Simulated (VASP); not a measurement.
Here is a VASP 6.6.1 calculation.

The input INCAR:

```
SYSTEM = ZnO
ALGO = Normal
EDIFF = 1E-6
ENCUT = 520
GGA = PE
ISIF = 2
ISMEAR = 0
LASPH = .TRUE.
LCHARG = .TRUE.
LELF = .TRUE.
LREAL = .FALSE.
LVHAR = .TRUE.
LWAVE = .FALSE.
NBANDS = 26
NELM = 80
PREC = Accurate
SIGMA = 0.017
```

KPOINTS

```
k-points
0
G
  9 9 5
  0 0 0
```

POSCAR

```
ZnO
1.0
    3.2493080000      0.0000000000      0.0000000000
   -1.6246540000      2.8139832727      0.0000000000
    0.0000000000      0.0000000000      5.2057090000
Zn O
2 2
Direct
    0.6666666667      0.3333333333      0.0000000000
    0.3333333333      0.6666666667      0.5000000000
    0.3333333333      0.6666666667      0.8790100000
    0.6666666667      0.3333333333      0.3790100000
```

Potentials or basis: VASP PAW PBE potentials, release 64 (Zn, O).

The run is started by

```bash
$ cat potpaw_PBE.64/Zn/POTCAR potpaw_PBE.64/O/POTCAR > POTCAR
$ mpirun -np 1 vasp_std > vasp.out
```

(1) What does it give for the largest force?

(2) What does it give for the band gap on the k mesh?

Answers

(1) 0.074 eV/Å.

(2) 0.79 eV, direct.
